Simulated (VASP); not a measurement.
# La (Im-3m) in VASP: a series of runs, part 2 of 3

VASP 6.6.1.

## 3. Relaxation of cell and atoms, r2SCAN

This run uses another cell than the first one, of 38.32 Å³/atom, 0.998 times its volume.

File POSCAR:

```
La
1.0
   -2.1238310700      2.1238310700      2.1238310700
    2.1238310700     -2.1238310700      2.1238310700
    2.1238310700      2.1238310700     -2.1238310700
La
1
Direct
    0.0000000000      0.0000000000      0.0000000000
```

File INCAR.step1:

```
SYSTEM = La
  ALGO = Normal
  EDIFF = 1E-4
  ENCUT = 600
  GGA = PE
  ISMEAR = -1
  LASPH = .True.
  LCHARG = .False.
  LREAL = .False.
  LWAVE = .True.
  NELM = 100
  PREC = Accurate
  SIGMA = 0.1
```

File INCAR.step2:

```
SYSTEM = La
  ALGO = Normal
  EDIFF = 1E-6
  EDIFFG = -0.03
  ENCUT = 600
  IBRION = 2
  ISIF = 3
  ISMEAR = -1
  ISTART = 1
  LASPH = .True.
  LCHARG = .False.
  LMIXTAU = .True.
  LREAL = .False.
  LWAVE = .False.
  METAGGA = R2SCAN
  NELM = 100
  NSW = 50
  PREC = Accurate
  SIGMA = 0.1
```

File KPOINTS:

```
k-points
0
Gamma
  11 11 11
  0 0 0
```

Potentials or basis: VASP PAW PBE potentials, release 64 (La).

Started as:

```sh
$ cat potpaw_PBE.64/La/POTCAR > POTCAR
$ cp INCAR.step1 INCAR
$ mpirun -np 1 vasp_std > vasp.out
$ cp INCAR.step2 INCAR
$ mpirun -np 1 vasp_std > vasp.out
```

OUTCAR:

```text
SYSTEM = La
   EDIFF = 1E-6
   EDIFFG = -0.03
   ENCUT = 600
   IBRION = 2
   ISIF = 3
   ISMEAR = -1
   ISTART = 1
   LASPH = .True.
   LREAL = .False.
   METAGGA = R2SCAN
   NELM = 100
   NSW = 50
   PREC = Accurate

 ion  position               nearest neighbor table
   1  0.000  0.000  0.000-

  LATTYP: Found a body centered cubic cell.
 ALAT       =     4.2476621400

  Lattice vectors:

 A1 = (  -2.1238310700,   2.1238310700,   2.1238310700)
 A2 = (   2.1238310700,  -2.1238310700,   2.1238310700)
 A3 = (   2.1238310700,   2.1238310700,  -2.1238310700)

Analysis of symmetry for initial positions (statically):
=====================================================================
 Subroutine PRICEL returns:
 Original cell was already a primitive cell.

 Routine SETGRP: Setting up the symmetry group for a
 body centered cubic supercell.

 Subroutine GETGRP returns: Found 48 space group operations
 (whereof 48 operations were pure point group operations)
 out of a pool of 48 trial point group operations.

The static configuration has the point symmetry O_h .

Analysis of symmetry for dynamics (positions and initial velocities):
=====================================================================
 Subroutine PRICEL returns:
 Original cell was already a primitive cell.

 Routine SETGRP: Setting up the symmetry group for a
 body centered cubic supercell.

 Subroutine GETGRP returns: Found 48 space group operations
 (whereof 48 operations were pure point group operations)
 out of a pool of 48 trial point group operations.

The dynamic configuration has the point symmetry O_h .

 Subroutine INISYM returns: Found 48 space group operations
 (whereof 48 operations are pure point group operations),
 and found     1 'primitive' translations

----------------------------------------------------------------------------------------

                                     Primitive cell

  volume of cell :      38.3195

  direct lattice vectors                    reciprocal lattice vectors
    -2.123831070  2.123831070  2.123831070     0.000000000  0.235423621  0.235423621
     2.123831070 -2.123831070  2.123831070     0.235423621  0.000000000  0.235423621
     2.123831070  2.123831070 -2.123831070     0.235423621  0.235423621  0.000000000

  length of vectors
     3.678583320  3.678583320  3.678583320     0.332939277  0.332939277  0.332939277

  position of ions in fractional coordinates (direct lattice)
     0.000000000  0.000000000  0.000000000

  ion indices of the primitive-cell ions
   primitive index   ion index
                 1           1

----------------------------------------------------------------------------------------

 KPOINTS: k-points

Automatic generation of k-mesh.
[... 91 lines left out ...]
   METAGGA = R2SCAN    functional components
   LHFCALC =     F    Hartree Fock is set to
   AEXX    =    0.0000 exact exchange contribution
   IVDW    =     0    specifies the selected vdW correction
   LEPSILON=     F    determine dielectric tensor
   LRPA    =     F    only Hartree local field effects (RPA)
 conjugate gradient relaxation of ions
 non-spin polarized calculation
  energy-cutoff  :      600.00
  volume of cell :       38.32
 maximum number of plane-waves:      1298
 NGX is ok and might be reduce to    30
   NGX = 15   NGY = 15   NGZ = 15

--------------------------------------- Ionic step        1  -------------------------------------------

 number of electron      11.0000001 magnetization

 Free energy of the ion-electron system (eV)
  ---------------------------------------------------
  ext. energy  EPLUGINS =         0.00000000
  ---------------------------------------------------
  free energy    TOTEN  =       -29.66634054 eV

  energy without entropy =      -29.58401160  energy(sigma->0) =      -29.62517607

------------------------ aborting loop because EDIFF is reached ----------------------------------------

  FORCE on cell =-STRESS in cart. coord.  units (eV):
  Direction    XX          YY          ZZ          XY          YZ          ZX
  --------------------------------------------------------------------------------------
  -------------------------------------------------------------------------------------
  Total        0.0331101      0.0331101      0.0331101      0.0000000     -0.0000000      0.0000000
  in kB        1.3843664      1.3843664      1.3843664      0.0000000     -0.0000000      0.0000000
  external PRESSURE =       1.3843664 kB  Pullay stress =       0.0000000 kB

 VOLUME and BASIS-vectors are now :
 -----------------------------------------------------------------------------
  energy-cutoff  :      600.00
  volume of cell :       38.32
      direct lattice vectors                 reciprocal lattice vectors
    -2.123831070  2.123831070  2.123831070     0.000000000  0.235423621  0.235423621
     2.123831070 -2.123831070  2.123831070     0.235423621  0.000000000  0.235423621
     2.123831070  2.123831070 -2.123831070     0.235423621  0.235423621  0.000000000

 POSITION                                       TOTAL-FORCE (eV/Angst)
 -----------------------------------------------------------------------------------
      0.00000      0.00000      0.00000        -0.000000     -0.000000     -0.000000
 -----------------------------------------------------------------------------------
    total drift:                                0.000000      0.000000     -0.000000

  FREE ENERGIE OF THE ION-ELECTRON SYSTEM (eV)
  ---------------------------------------------------
  free  energy   TOTEN  =       -29.6663405352 eV

  energy  without entropy=      -29.5840115955  energy(sigma->0) =      -29.62517607

--------------------------------------- Ionic step        2  -------------------------------------------

 number of electron      11.0000001 magnetization

 Free energy of the ion-electron system (eV)
  ---------------------------------------------------
  ext. energy  EPLUGINS =         0.00000000
  ---------------------------------------------------
  free energy    TOTEN  =       -29.66644619 eV

  energy without entropy =      -29.58401311  energy(sigma->0) =      -29.62522965

 E-fermi :   7.6676     XC(G=0): -10.0708

 val. band max:        7.6584087166   @ k =  -0.2727   0.3636   0.0909
 cond. band min:       7.6810883022   @ k =   0.3636   0.0909  -0.0000
 fundamental gap:      0.0226795857
 Fermi energy:         7.6675828845

 k-point     1 :       0.0000    0.0000    0.0000
  band No.  band energies     occupation
      1     -26.5177      2.00000
      2      -9.0880      2.00000
      3      -9.0880      2.00000
      4      -9.0880      2.00000
      5       4.2528      2.00000
      6       9.3201      0.00000
      7       9.3201      0.00000
      8       9.3201      0.00000
      9       9.3825      0.00000
[... 265 lines left out ...]
 k-point    24 :       0.3636    0.1818    0.0909
  band No.  band energies     occupation
      1     -26.3106      2.00000
      2     -10.1613      2.00000
      3      -9.6792      2.00000
      4      -9.3168      2.00000
      5       6.8799      1.99924
      6       7.6068      1.29466
      7       8.8813      0.00001
      8       9.6600      0.00000
      9       9.7437      0.00000

 [... further k-points ...]
[... 5 lines left out ...]
  --------------------------------------------------------------------------------------
  -------------------------------------------------------------------------------------
  Total        0.0066058      0.0066058      0.0066058      0.0000000      0.0000000      0.0000000
  in kB        0.2748750      0.2748750      0.2748750      0.0000000      0.0000000      0.0000000
  external PRESSURE =       0.2748750 kB  Pullay stress =       0.0000000 kB

 VOLUME and BASIS-vectors are now :
 -----------------------------------------------------------------------------
  energy-cutoff  :      600.00
  volume of cell :       38.50
      direct lattice vectors                 reciprocal lattice vectors
    -2.127223505  2.127223505  2.127223505     0.000000000  0.235048174  0.235048174
     2.127223505 -2.127223505  2.127223505     0.235048174  0.000000000  0.235048174
     2.127223505  2.127223505 -2.127223505     0.235048174  0.235048174  0.000000000

 POSITION                                       TOTAL-FORCE (eV/Angst)
 -----------------------------------------------------------------------------------
      2.12722      2.12722      2.12722        -0.000000      0.000000      0.000000
 -----------------------------------------------------------------------------------
    total drift:                                0.000000      0.000000      0.000000

  FREE ENERGIE OF THE ION-ELECTRON SYSTEM (eV)
  ---------------------------------------------------
  free  energy   TOTEN  =       -29.6664461940 eV

  energy  without entropy=      -29.5840131100  energy(sigma->0) =      -29.62522965

 reached required accuracy - stopping structural energy minimisation
```

OSZICAR.step1:

```text
N       E                     dE             d eps       ncg     rms          rms(c)
DAV:   1     0.106158656417E+03    0.10616E+03   -0.42369E+03  1008   0.171E+03
DAV:   2     0.156439089216E+01   -0.10459E+03   -0.10354E+03  1560   0.209E+02
DAV:   3    -0.441057196479E+01   -0.59750E+01   -0.57928E+01  1460   0.836E+01
DAV:   4    -0.478617682433E+01   -0.37560E+00   -0.36951E+00  1827   0.199E+01
DAV:   5    -0.480614251809E+01   -0.19966E-01   -0.19948E-01  1663   0.395E+00    0.203E+00
DAV:   6    -0.479776804951E+01    0.83745E-02   -0.17023E-02  1856   0.156E+00    0.121E+00
DAV:   7    -0.479903393250E+01   -0.12659E-02   -0.46918E-02  1208   0.233E+00    0.210E-01
DAV:   8    -0.479957422130E+01   -0.54029E-03   -0.21050E-03  2015   0.565E-01    0.233E-01
DAV:   9    -0.480089798086E+01   -0.13238E-02   -0.13135E-03  1990   0.380E-01    0.262E-01
DAV:  10    -0.480025222043E+01    0.64576E-03   -0.85041E-04  1998   0.370E-01    0.378E-01
DAV:  11    -0.479536531395E+01    0.48869E-02   -0.14260E-02  1172   0.137E+00    0.705E-01
DAV:  12    -0.479905539609E+01   -0.36901E-02   -0.66113E-03  1285   0.105E+00    0.507E-01
DAV:  13    -0.480305807522E+01   -0.40027E-02   -0.20589E-02  1179   0.160E+00    0.160E-01
DAV:  14    -0.480328667091E+01   -0.22860E-03   -0.20393E-03  1980   0.665E-01    0.370E-02
DAV:  15    -0.480328251033E+01    0.41606E-05   -0.13294E-05   787   0.386E-02
   1 F= -.48032825E+01 E0= -.47583496E+01  d E =-.898659E-01
```

It took 2.9 min on 1 thread of Intel Xeon 6975P-C, shared host; peak memory 0.21 GiB.

Results:

```yaml
Free_energy: -29.6664 eV
Relaxed_volume: 38.50 Å³/atom
Relaxed_cell: a = 3.684 Å, b = 3.684 Å, c = 3.684 Å, α = 109.47°, β = 109.47°, γ = 109.47°
Space_group_after_relaxing_to_0.05_Å: Im-3m (No. 229)
Energy_gained_by_relaxing: 0.1 meV/atom
Ionic_steps: 2
Pressure_after_relaxing: 0.0 GPa
```

The path:
| step | energy change (eV) | largest force (eV/Å) | pressure (GPa) | volume (Å³) |
| --- | --- | --- | --- | --- |
| 1 | 0.0000 | 0.0000 | 0.14 | 38.32 |
| 2 | -0.0001 | 0.0000 | 0.03 | 38.50 |

Final structure:
```yaml
crystal:
  lattice:
    - [-2.12722, 2.12722, 2.12722]
    - [2.12722, -2.12722, 2.12722]
    - [2.12722, 2.12722, -2.12722]
  atoms:
    - { symbol: La, position: [0.00000, 0.00000, 0.00000] }
```

Levels at points of the mesh, in eV from the Fermi level:
| k point | band 4 | band 5 | band 6 | band 7 | band 8 | band 9 |
| --- | --- | --- | --- | --- | --- | --- |
| (0.00, 0.00, 0.00) | -16.76 | -3.41 | 1.65 | 1.65 | 1.65 | 1.71 |

Caveat: the PAW data sets were made with another functional, which shifts forces and pressure a little; spin-orbit coupling is left out, which moves the levels of the heavy elements.

(Continued in part 3 of 3.)
